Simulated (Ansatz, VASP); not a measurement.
**TiO2: VASP beside Ansatz**

The input INCAR:

```
PREC = Accurate
ENCUT = 520
EDIFF = 1E-7
ISMEAR = 0
SIGMA = 0.05
LREAL = F
LASPH = T
NELM = 150
ALGO = Normal
ISIF = 2
LWAVE = F
LCHARG = F
LMAXMIX = 4
LDAU = T
LDAUTYPE = 2
LDAUL = 2 -1
LDAUU = 4 0
LDAUJ = 0 0
LDAUPRINT = 1
GGA = PE
NBANDS = 33
```

Contents of KPOINTS:

```
Automatic mesh
0
Gamma
  6 6 6
```

POSCAR

```
TiO2
1.0
    2.6847502805     -2.6848248863     -0.0200337111
    2.6847502805      2.6848248863     -0.0200337111
   -2.6483287093      0.0000000000      4.8834674903
Ti O
2 4
Direct
    0.1250069486      0.8749930514      0.2500000000
    0.8749930514      0.1250069486      0.7500000000
    0.3148847788      0.0649080541      0.6297792795
    0.6851152212      0.9350919459      0.3702207205
    0.9350919459      0.6851152212      0.8702207205
    0.0649080541      0.3148847788      0.1297792795
```

Input for Ansatz:

```yaml
crystal:
  lattice:
    - [2.6847502805, -2.6848248863, -0.0200337111]
    - [2.6847502805, 2.6848248863, -0.0200337111]
    - [-2.6483287093, 0.0, 4.8834674903]
  atoms:
    - { symbol: Ti, position: [0.1250069486, 0.8749930514, 0.25] }
    - { symbol: Ti, position: [0.8749930514, 0.1250069486, 0.75] }
    - { symbol: O, position: [0.3148847788, 0.0649080541, 0.6297792795] }
    - { symbol: O, position: [0.6851152212, 0.9350919459, 0.3702207205] }
    - { symbol: O, position: [0.9350919459, 0.6851152212, 0.8702207205] }
    - { symbol: O, position: [0.0649080541, 0.3148847788, 0.1297792795] }
basis:
  ecutwfc: 520.0
kpoints:
  mp_grid: { grid: [6, 6, 6] }
hamiltonian:
  xc: pbe
  pseudopotentials: { kind: paw, azcp: { folder: soft_1 } }
  hubbard: { sites: [{ species: Ti, l: d, u_eff: 4.0 }] }
scf:
  occupations: { method: gaussian, width: 0.05 }
output:
  forces: true
  stress: true
  eigenvalues: true
```

Alike in both runs: task single point; functional PBE; k mesh 6 × 6 × 6; occupations gaussian, width 0.05 eV; no spin polarisation; Hubbard terms Ti d U = 4.0 eV.

|  | VASP | Ansatz |
| --- | --- | --- |
| version | VASP 6.6.1 | Ansatz 0.2.0 |
| potentials or method | VASP PAW PBE potentials, release 64 (Ti_sv, O), cutoff 520 eV | scalar-relativistic, plane waves, PAW |
| valence electrons in the cell | 48 | 48 |

Ansatz gave:

| Property | Result |
| --- | --- |
| gap on the k mesh at the Fermi level (eV) | 2.84 |
| least direct gap on the mesh (eV) | 3.05 |
| pressure (GPa) | 16.2 |
| traceless stress, the component that is largest in VASP (GPa) | 22.50 |
| rms of the force components (eV/Å) | 1.635 |

Which values does VASP return?

gap on the k mesh at the Fermi level (eV): 2.80; least direct gap on the mesh (eV): 3.04; pressure (GPa): 20.9; traceless stress, the component that is largest in VASP (GPa): 24.02; rms of the force components (eV/Å): 1.773.

The programs project onto different local orbitals, so the same U acts differently, and such runs can settle in different states. Atom by atom the forces differ by 0.138 eV/Å (rms over components).
